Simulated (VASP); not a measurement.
# MoS2 (P6_3/mmc) in VASP: notebook

The runs below take MoS2 through single point, with PBE.

Everything below comes from runs of VASP 6.6.1. Logs are shortened: lines on timing, memory, paths and dates and some standing lists are left out, and cuts for length are marked.

**The experiment to reproduce.**

“Multiwavelength excitation Raman Scattering Analysis of bulk and 2 dimensional MoS2: Vibrational properties of atomically thin MoS2 layers”, 2015, arxiv:1506.03228 reports, for a bulk crystal of MoS2 at 300 K: band gap 1.3 eV (indirect).

The runs below are set against these values where they give the same quantity.

## 1. The cell of the first run

Symmetry: P6_3/mmc, No. 194, hexagonal system. The conventional cell has a = 3.142 Å, b = 3.142 Å, c = 12.220 Å, α = 90.00°, β = 90.00°, γ = 120.00°. Mo (site symmetry -6m2) has 6 S at 2.39 Å and 6 Mo at 3.14 Å within 3.2 Å. S (site symmetry 3m) has 3 Mo at 2.39 Å and 7 S at 3.10 to 3.14 Å within 3.2 Å.

## 2. Single point, PBE

INCAR

```
SYSTEM = MoS2
ALGO = Normal ; EDIFF = 1E-7
ENCUT = 520 ; GGA = PE
ISIF = 2 ; ISMEAR = -1
LASPH = .True. ; LCHARG = .True.
LELF = .True. ; LREAL = .False.
LVHAR = .True. ; LWAVE = .False.
NBANDS = 35 ; NELM = 100
PREC = Accurate ; SIGMA = 0.1
```

KPOINTS

```
k-points
0
Gamma
  8 8 2
  0 0 0
```

POSCAR

```
MoS2
1.0
    3.1423684888      0.0000000000      0.0000000000
   -1.5711842444      2.7213664726      0.0000000000
    0.0000000000      0.0000000000     12.2204320783
Mo S
2 4
Direct
    0.3333333333      0.6666666667      0.2500000000
    0.6666666667      0.3333333333      0.7500000000
    0.3333333333      0.6666666667      0.6230000000
    0.6666666667      0.3333333333      0.1230000000
    0.3333333333      0.6666666667      0.8770000000
    0.6666666667      0.3333333333      0.3770000000
```

Potentials or basis: VASP PAW PBE potentials, release 64 (Mo_sv, S).

On the command line:

```console
$ cat potpaw_PBE.64/Mo_sv/POTCAR potpaw_PBE.64/S/POTCAR > POTCAR
$ mpirun -np 1 vasp_std > vasp.out
```

OUTCAR:

```text
SYSTEM = MoS2
   EDIFF = 1E-7
   ENCUT = 520
   GGA = PE
   ISIF = 2
   ISMEAR = -1
   LASPH = .True.
   LREAL = .False.
   NELM = 100
   PREC = Accurate

 ion  position               nearest neighbor table
   1  0.333  0.667  0.250-   4 2.39   6 2.39   4 2.39   6 2.39   4 2.39   6 2.39
   2  0.667  0.333  0.750-   3 2.39   5 2.39   3 2.39   5 2.39   3 2.39   5 2.39
   3  0.333  0.667  0.623-   2 2.39   2 2.39   2 2.39
   4  0.667  0.333  0.123-   1 2.39   1 2.39   1 2.39
   5  0.333  0.667  0.877-   2 2.39   2 2.39   2 2.39
   6  0.667  0.333  0.377-   1 2.39   1 2.39   1 2.39

  LATTYP: Found a hexagonal cell.
 ALAT       =     3.1423684888
 C/A-ratio  =     3.8889239508

  Lattice vectors:

 A1 = (   3.1423684888,   0.0000000000,   0.0000000000)
 A2 = (  -1.5711842444,   2.7213664726,   0.0000000000)
 A3 = (   0.0000000000,   0.0000000000,  12.2204320783)

Analysis of symmetry for initial positions (statically):
[... 10 lines left out ...]

The static configuration has the point symmetry D_3d.
 The point group associated with its full space group is D_6h.

Analysis of symmetry for dynamics (positions and initial velocities):
[... 10 lines left out ...]

The dynamic configuration has the point symmetry D_3d.
 The point group associated with its full space group is D_6h.

 Subroutine INISYM returns: Found 24 space group operations
[... 5 lines left out ...]
                                     Primitive cell

  volume of cell :     104.5035

  direct lattice vectors                    reciprocal lattice vectors
     3.142368489  0.000000000  0.000000000     0.318231297  0.183731227  0.000000000
    -1.571184244  2.721366473  0.000000000     0.000000000  0.367462453  0.000000000
     0.000000000  0.000000000 12.220432078     0.000000000  0.000000000  0.081830167

  length of vectors
     3.142368489  3.142364620 12.220432078     0.367462001  0.367462453  0.081830167

  position of ions in fractional coordinates (direct lattice)
     0.333333333  0.666666667  0.250000000
     0.666666667  0.333333333  0.750000000
     0.333333333  0.666666667  0.623000000
     0.666666667  0.333333333  0.123000000
     0.333333333  0.666666667  0.877000000
     0.666666667  0.333333333  0.377000000

  ion indices of the primitive-cell ions
   primitive index   ion index
                 1           1
                 2           2
                 3           3
                 4           4
                 5           5
                 6           6
[... 63 lines left out ...]
   LSORBIT =      F    spin-orbit coupling
   LASPH  =      T    aspherical Exc in radial PAW
   ENCUT  =  520.0 eV  38.22 Ry    6.18 a.u.   5.84  5.84 22.72*2*pi/ulx,y,z
   NELM   =    100;   NELMIN=  2; NELMDL= -5     # of ELM steps
   EDIFF  = 0.1E-06   stopping-criterion for ELM
   LREAL  =      F    real-space projection
   EDIFFG = 0.1E-05   stopping-criterion for IOM
   NSW    =      0    number of steps for IOM
   IBRION =     -1    ionic relax: 0-MD 1-quasi-New 2-CG
   NFREE  =      0    steps in history (QN), initial steepest desc. (CG)
   ISIF   =      2    stress and relaxation
   ISYM   =      2    0-nonsym 1-usesym 2-fastsym
   POTIM  = 0.5000    time-step for ionic-motion
   TEBEG  =    0.0;   TEEND  =   0.0 temperature during run
   PSTRESS=    0.0 pullay stress
   NELECT =      52.0000    total number of electrons
   NUPDOWN=      -1.0000    fix difference up-down
   EMIN   =  10.00;   EMAX   =-10.00  energy-range for DOS
   EFERMI =   0.00;   METHOD = LEGACY
   ISMEAR =    -1;   SIGMA  =   0.10  broadening in eV -4-tet -1-fermi 0-gaus
   EFERMI_NEDOS =   21; number of points for ismear=-14 and -15
   IALGO  =     38    algorithm
   IMIX   =      4    mixing-type and parameters
     AMIX     =   0.40;   BMIX     =  1.00
     AMIX_MAG =   1.60;   BMIX_MAG =  1.00
  volume/ion in A,a.u.               =      17.42       117.54
  Fermi-wavevector in a.u.,A,eV,Ry     =   1.297276  2.451496 22.897584  1.682925
  Thomas-Fermi vector in A             =   2.428679
   LORBIT       =      0    0 simple, 1 ext, 2 COOP (PROOUT), +10 PAW based schemes
   GGA     = PE    functional components
   LHFCALC =     F    Hartree Fock is set to
   AEXX    =    0.0000 exact exchange contribution
   IVDW    =     0    specifies the selected vdW correction
   LEPSILON=     F    determine dielectric tensor
   LRPA    =     F    only Hartree local field effects (RPA)
 non-spin polarized calculation
  energy-cutoff  :      520.00
  volume of cell :      104.50
 maximum number of plane-waves:      2834
 NGX is ok and might be reduce to    24
   NGX = 11   NGY = 11   NGZ = 45

 number of electron      52.0000002 magnetization

 Free energy of the ion-electron system (eV)
  ---------------------------------------------------
  ext. energy  EPLUGINS =         0.00000000
  ---------------------------------------------------
  free energy    TOTEN  =       -43.54830205 eV

  energy without entropy =      -43.54760445  energy(sigma->0) =      -43.54795325

 E-fermi :   8.1968     XC(G=0): -10.9430

 val. band max:        7.8403879755   @ k =   0.0000   0.0000   0.0000
 cond. band min:       8.8169596687   @ k =   0.2500   0.1250   0.0000
 fundamental gap:      0.9765716932
 Fermi energy:         8.1967601975

 k-point     1 :       0.0000    0.0000    0.0000
  band No.  band energies     occupation
      1     -53.6702      2.00000
      2     -53.6702      2.00000
      3     -27.8446      2.00000
      4     -27.8445      2.00000
      5     -27.5962      2.00000
      6     -27.5962      2.00000
[... 749 lines left out ...]
     34      12.0690      0.00000
     35      14.4006      0.00000

------------------------ aborting loop because EDIFF is reached ----------------------------------------

  FORCE on cell =-STRESS in cart. coord.  units (eV):
  Direction    XX          YY          ZZ          XY          YZ          ZX
  --------------------------------------------------------------------------------------
  -------------------------------------------------------------------------------------
  Total        3.6855895      3.6855774      4.2098515      0.0000000      0.0000000      0.0000000
  in kB       56.5049948     56.5048093     64.5426304      0.0000000      0.0000000      0.0000000
  external PRESSURE =      59.1841448 kB  Pullay stress =       0.0000000 kB

 VOLUME and BASIS-vectors are now :
 -----------------------------------------------------------------------------
  energy-cutoff  :      520.00
  volume of cell :      104.50
      direct lattice vectors                 reciprocal lattice vectors
     3.142368489  0.000000000  0.000000000     0.318231297  0.183731227  0.000000000
    -1.571184244  2.721366473  0.000000000     0.000000000  0.367462453  0.000000000
     0.000000000  0.000000000 12.220432078     0.000000000  0.000000000  0.081830167

 POSITION                                       TOTAL-FORCE (eV/Angst)
 -----------------------------------------------------------------------------------
     -0.00000      1.81424      3.05511         0.000000     -0.000000     -0.000000
      1.57118      0.90712      9.16532         0.000000      0.000000     -0.000000
     -0.00000      1.81424      7.61333         0.000000      0.000000     -0.336381
      1.57118      0.90712      1.50311        -0.000000     -0.000000     -0.336381
     -0.00000      1.81424     10.71732        -0.000000      0.000000      0.336381
      1.57118      0.90712      4.60710        -0.000000     -0.000000      0.336381
 -----------------------------------------------------------------------------------
    total drift:                                0.000000     -0.000000      0.000000

  FREE ENERGIE OF THE ION-ELECTRON SYSTEM (eV)
  ---------------------------------------------------
  free  energy   TOTEN  =       -43.5483020515 eV

  energy  without entropy=      -43.5476044488  energy(sigma->0) =      -43.54795325
```

OSZICAR:

```text
N       E                     dE             d eps       ncg     rms          rms(c)
DAV:   1     0.441581272765E+03    0.44158E+03   -0.29444E+04  1560   0.141E+03
DAV:   2    -0.236999053225E+02   -0.46528E+03   -0.44979E+03  1701   0.369E+02
DAV:   3    -0.459526747406E+02   -0.22253E+02   -0.21816E+02  1693   0.731E+01
DAV:   4    -0.463835006866E+02   -0.43083E+00   -0.42998E+00  1652   0.105E+01
DAV:   5    -0.463916647870E+02   -0.81641E-02   -0.81628E-02  1659   0.143E+00    0.359E+01
DAV:   6    -0.442503875070E+02    0.21413E+01   -0.11701E+01  1517   0.220E+01    0.130E+01
DAV:   7    -0.439022124438E+02    0.34818E+00   -0.52121E+00  1505   0.142E+01    0.845E+00
DAV:   8    -0.435460453727E+02    0.35617E+00   -0.84016E-01  1521   0.622E+00    0.303E+00
DAV:   9    -0.435564905795E+02   -0.10445E-01   -0.98322E-02  1619   0.156E+00    0.136E+00
DAV:  10    -0.435483675894E+02    0.81230E-02   -0.34152E-02  1532   0.123E+00    0.394E-01
DAV:  11    -0.435484649942E+02   -0.97405E-04   -0.18496E-03  1532   0.234E-01    0.211E-01
DAV:  12    -0.435482935640E+02    0.17143E-03   -0.44108E-04  1585   0.122E-01    0.113E-01
DAV:  13    -0.435482984511E+02   -0.48871E-05   -0.15144E-04  1539   0.605E-02    0.642E-03
DAV:  14    -0.435483016022E+02   -0.31511E-05   -0.11077E-05  1628   0.157E-02    0.164E-02
DAV:  15    -0.435483020952E+02   -0.49300E-06   -0.96789E-07  1364   0.438E-03    0.902E-03
DAV:  16    -0.435483020515E+02    0.43749E-07   -0.57345E-07  1489   0.474E-03
   1 F= -.43548302E+02 E0= -.43547953E+02  d E =-.697603E-03
```

stdout:

```text
POSCAR found type information on POSCAR MoS
 POSCAR found :  2 types and       6 ions
 scaLAPACK will be used
 LDA part: xc-table for (Slater+PW92), standard interpolation
 POSCAR, INCAR and KPOINTS ok, starting setup
 FFT: planning ... GRIDC
 FFT: planning ... GRID_SOFT
 FFT: planning ... GRID
 WAVECAR not read
 entering main loop
```

Run time: 65 s. Hardware: 1 thread of AMD EPYC 7R13 (Zen 3), shared host; peak memory 0.21 GiB.

Results:

```yaml
Free_energy: -43.5483 eV
Pressure: 5.9 GPa
Largest_force: 0.336 eV/Å
Band_gap_on_the_k_mesh: 0.98 eV, indirect (least direct gap 2.00 eV)
```

Forces in eV/Å, atoms in the order of the input:
```
Mo   0.000  0.000  0.000
Mo   0.000  0.000  0.000
S    0.000  0.000 -0.336
S    0.000  0.000 -0.336
S    0.000  0.000  0.336
S    0.000  0.000  0.336
```

Stress tensor (GPa, compression positive):
```
5.65 0.00 0.00
0.00 5.65 0.00
0.00 0.00 6.45
```

Levels at points of the mesh, in eV from the valence-band top:
```
           k point  band 23  band 24  band 25  band 26  band 27  band 28  band 29  band 30
(0.00, 0.00, 0.00)    -2.19    -1.22    -1.21     0.00     2.14     2.14     2.17     2.17
(0.50, 0.00, 0.00)    -1.76    -1.55    -1.46    -1.33     1.65     1.70     2.06     2.34
(0.00, 0.00, 0.50)    -2.22    -2.22    -0.28    -0.28     2.15     2.15     2.15     2.15
(0.50, 0.00, 0.50)    -1.66    -1.66    -1.38    -1.38     1.67     1.67     2.21     2.21
```

Caveat: this functional lacks dispersion, which binds the layers, so the pressure and a relaxed spacing across them are unreliable. A hybrid or GW would open this gap; PBE tends to underestimate it.

## 3. Single point, PBE

This run uses another cell than the first one, of 17.86 Å³/atom, 1.026 times its volume.

INCAR

```
ALGO = Normal
EDIFF = 1E-6
ENCUT = 520
GGA = PE
ISIF = 2
ISMEAR = -1
LASPH = True
LCHARG = False
LREAL = False
LWAVE = False
NBANDS = 35
NELM = 60
PREC = Accurate
SIGMA = 0.1
```

KPOINTS

```
k-points
0
Gamma
  8 8 2
```

Edit POSCAR of step 2 so:

```diff
@@ -2,5 +2,5 @@
 1.0
-    3.1423684888      0.0000000000      0.0000000000
-   -1.5711842444      2.7213664726      0.0000000000
-    0.0000000000      0.0000000000     12.2204320783
+    3.1690000000      0.0000000000      0.0000000000
+   -1.5845000000      2.7444300000      0.0000000000
+    0.0000000000      0.0000000000     12.3240000000
 Mo S
```

Potentials or basis: VASP PAW PBE potentials, release 64 (Mo_sv, S).

On the command line:

```console
$ cat potpaw_PBE.64/Mo_sv/POTCAR potpaw_PBE.64/S/POTCAR > POTCAR
$ mpirun -np 1 vasp_std > vasp.out
```

Run time: 54 s. Hardware: 1 thread of AMD EPYC 7R13 (Zen 3), shared host; peak memory 0.21 GiB.

The run converged. Its results:

- Free energy: -43.6137 eV
- Pressure: 1.9 GPa
- Largest force: 0.078 eV/Å
- Band gap on the k mesh: 0.99 eV, indirect (least direct gap 1.94 eV)

Forces on the atoms (eV/Å):
```
Mo   0.000  0.000  0.000
Mo   0.000  0.000  0.000
S    0.000  0.000  0.078
S    0.000  0.000  0.078
S    0.000  0.000 -0.078
S    0.000  0.000 -0.078
```

Stress tensor (GPa, compression positive):
```
1.74 0.00 0.00
0.00 1.74 0.00
0.00 0.00 2.09
```

Levels at points of the mesh, in eV from the valence-band top:
```tsv
k point	band 23	band 24	band 25	band 26	band 27	band 28	band 29	band 30
(0.00, 0.00, 0.00)	-2.12	-1.18	-1.14	0.00	2.11	2.11	2.14	2.14
(0.50, 0.00, 0.00)	-1.72	-1.52	-1.39	-1.27	1.61	1.66	2.01	2.27
(0.00, 0.00, 0.50)	-2.14	-2.14	-0.26	-0.26	2.11	2.11	2.11	2.11
(0.50, 0.00, 0.50)	-1.62	-1.62	-1.32	-1.32	1.64	1.64	2.15	2.15
```

Caveat: this functional lacks dispersion, which binds the layers, so the pressure and a relaxed spacing across them are unreliable.

(Continued in part 2 of 3.)
